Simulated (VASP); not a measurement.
**KF: single point with PBE**

The system is KF.

```
CELL_PARAMETERS angstrom
3.30184 0.00000 0.00000
0.00000 3.30184 0.00000
0.00000 0.00000 3.30184
ATOMIC_POSITIONS crystal
K 0.00000 0.00000 0.00000
F 0.50000 0.50000 0.50000
```

| Item | Value |
| --- | --- |
| Program | VASP 6.6.1 |
| Task | single point |
| Functional | PBE |
| Potentials or basis | VASP PAW PBE potentials, release 64 (K_sv, F) |
| Cutoff | 520 eV |
| k mesh | 6 × 6 × 6 |
| Occupations | fermi-dirac, width 0.1 eV |
| Spin | non-collinear spin, typed start |
| Starting moments | [[-0.036, 0.113, 0.308], [0.0, 0.0, 0.0]] μB |
| Dipole correction | no |
| Further INCAR settings | ALGO = Normal; EDIFF = 1e-06; NBANDS = 28 |

```
Pressure                                              : -1.2 GPa
Band gap on the k mesh                                : 6.00 eV (least direct gap 6.05 eV)
Net moment                                            : 0.00 μB per cell
Valence electrons inside the program's atomic spheres : K 7.57; F 6.07
```

Levels at points of the mesh, in eV from the valence-band top:
```csv
k point,band 12,band 13,band 14,band 15,band 16,band 17,band 18,band 19,band 20,band 21
"(0.00, 0.00, 0.00)",-0.06,-0.06,-0.06,-0.06,-0.06,6.00,6.00,8.24,8.24,8.24
"(0.50, 0.00, 0.00)",-1.16,-0.15,-0.15,-0.15,-0.15,9.10,9.10,9.19,9.19,10.49
"(0.00, 0.50, 0.00)",-1.16,-0.15,-0.15,-0.15,-0.15,9.10,9.10,9.19,9.19,10.49
"(0.00, 0.00, 0.50)",-1.16,-0.15,-0.15,-0.15,-0.15,9.10,9.10,9.19,9.19,10.49
"(0.50, 0.50, 0.00)",-0.60,-0.60,-0.60,0.00,0.00,8.36,8.36,8.83,8.83,11.69
"(0.00, 0.50, 0.50)",-0.60,-0.60,-0.60,0.00,0.00,8.36,8.36,8.83,8.83,11.69
"(0.50, 0.00, 0.50)",-0.60,-0.60,-0.60,0.00,0.00,8.36,8.36,8.83,8.83,11.69
"(0.50, 0.50, 0.50)",-0.96,-0.96,-0.96,-0.96,-0.96,10.25,10.25,10.25,10.25,10.25
```

Moments on the atoms (μB; x, y, z):
```
K   0.00 0.00 0.00
F   0.00 0.00 0.00
```

Wall time 7.7 min on 1 thread of Intel Xeon 8259CL, on a shared host, peak memory 0.32 GiB.

A k mesh can miss the band edges.
